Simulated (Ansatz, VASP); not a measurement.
## Two plane-wave programs on ZnS

POSCAR

```
ZnS
1.0
    3.7277444331      0.0000000000      0.0000000000
   -1.8638722165      3.2283213778      0.0000000000
    0.0000000000      0.0000000000      6.1165528132
Zn S
2 2
Direct
    0.3333333333      0.6666666667      0.0053397641
    0.6666666667      0.3333333333      0.5053397641
    0.3333333333      0.6666666667      0.3796602359
    0.6666666667      0.3333333333      0.8796602359
```

File INCAR.step1:

```
PREC     = Accurate       # precision mode
ENCUT    = 550            # plane-wave cutoff, eV
ISMEAR   = 0              # smearing method
SIGMA    = 0.01           # smearing width, eV
LREAL    = False          # projectors in reciprocal space
LASPH    = True           # aspherical terms in the spheres
NELM     = 120            # most SCF steps
NBANDS   = 26             # bands
GGA      = PE             # functional
ALGO     = Normal         # electronic algorithm
EDIFF    = 1E-5           # SCF threshold, eV
LWAVE    = True           # write WAVECAR
LCHARG   = False          # write CHGCAR
GGA_COMPAT= False
```

The input INCAR.step2:

```
PREC     = Accurate       # precision mode
ENCUT    = 550            # plane-wave cutoff, eV
EDIFF    = 1E-6           # SCF threshold, eV
ISMEAR   = 0              # smearing method
SIGMA    = 0.01           # smearing width, eV
LREAL    = False          # projectors in reciprocal space
LASPH    = True           # aspherical terms in the spheres
NELM     = 120            # most SCF steps
ALGO     = Normal         # electronic algorithm
ISIF     = 2              # what is computed and relaxed
LWAVE    = False          # write WAVECAR
LCHARG   = False          # write CHGCAR
METAGGA  = R2SCAN         # meta-GGA
LMIXTAU  = True         
NBANDS   = 26             # bands
ISTART   = 1            
GGA_COMPAT= False
```

Contents of KPOINTS:

```
Automatic mesh
0
Gamma
  6 6 4
```

Input for Ansatz:

```yaml
crystal:
  lattice:
    - [3.7277444331, 0.0, 0.0]
    - [-1.8638722165, 3.2283213778, 0.0]
    - [0.0, 0.0, 6.1165528132]
  atoms:
    - { symbol: Zn, position: [0.3333333333, 0.6666666667, 0.0053397641] }
    - { symbol: Zn, position: [0.6666666667, 0.3333333333, 0.5053397641] }
    - { symbol: S, position: [0.3333333333, 0.6666666667, 0.3796602359] }
    - { symbol: S, position: [0.6666666667, 0.3333333333, 0.8796602359] }
kpoints:
  mp_grid: { grid: [6, 6, 4] }
hamiltonian:
  xc: r2scan
scf:
  occupations: { method: fixed }
  n_extra_bands: 5
output:
  forces: true
  stress: true
  eigenvalues: true
```

Alike in both runs: task single point; functional r2SCAN; k mesh 6 × 6 × 4; no spin polarisation.

```csv
,VASP,Ansatz
version,VASP 6.6.1,Ansatz 0.2.0
potentials or method,"VASP PAW PBE potentials, release 64 (Zn, S)","plane waves, PAW"
plane-wave cutoff (eV),550,500
occupations,"gaussian, width 0.01 eV",fixed
valence electrons in the cell,36,36
```

|  | VASP | Ansatz | Ansatz less VASP |
| --- | --- | --- | --- |
| gap on the k mesh at the Fermi level (eV) | 3.09 | 3.08 | -0.015 |
| pressure (GPa) | 5.7 | 5.6 | -0.05 |
| rms of the force components (eV/Å) | 0.005 | 0.012 | +0.0067 |

VASP's potentials were made for PBE, not for r2SCAN. Atom by atom the forces differ by 0.007 eV/Å (rms over components).
